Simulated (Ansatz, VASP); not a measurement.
## Two plane-wave programs on Al9Ru7

```
Al Ru
1.0
     6.00835    0.00000    0.00000
     0.00000   -6.00835    0.00000
     0.00000    0.00000   -6.00835
Al Ru
9 7
Direct
  0.99129 0.99129 0.99129
  0.99129 0.99129 0.50871
  0.99129 0.50871 0.99129
  0.99129 0.50871 0.50871
  0.50871 0.99129 0.99129
  0.50871 0.99129 0.50871
  0.50871 0.50871 0.99129
  0.50871 0.50871 0.50871
  0.25000 0.25000 0.25000
  0.25000 0.25000 0.75000
  0.25000 0.75000 0.25000
  0.25000 0.75000 0.75000
  0.75000 0.25000 0.25000
  0.75000 0.25000 0.75000
  0.75000 0.75000 0.25000
  0.75000 0.75000 0.75000
```

Alike in both runs: functional PBE; k mesh 7 × 7 × 7; occupations gaussian, width 0.1 eV; no spin polarisation.

Ansatz relaxed the structure, and its values are those at the end. VASP's run is a single point on that final structure, the one shown.

```csv
,VASP,Ansatz
version,VASP 6.6.1,Ansatz 0.2.0
potentials or method,"VASP PAW PBE potentials, release 64 (Al, Ru_pv), cutoff 520 eV","scalar-relativistic, plane waves, PAW"
valence electrons in the cell,125,139
```

VASP gave:

```
gap on the k mesh at the Fermi level (eV) : none
rms of the force components (eV/Å)        : 0.009
```

Problem. Which values does Ansatz return?

Solution. gap on the k mesh at the Fermi level (eV): none; rms of the force components (eV/Å): 0.012.

A gap of «none» marks a metal or a gap that the smearing closes. With one functional, cell and mesh, what is left measures potentials, basis and numerics. VASP's potentials hold 125 valence electrons a cell and Ansatz's 139, so a difference there can come from the potentials and not from the codes.
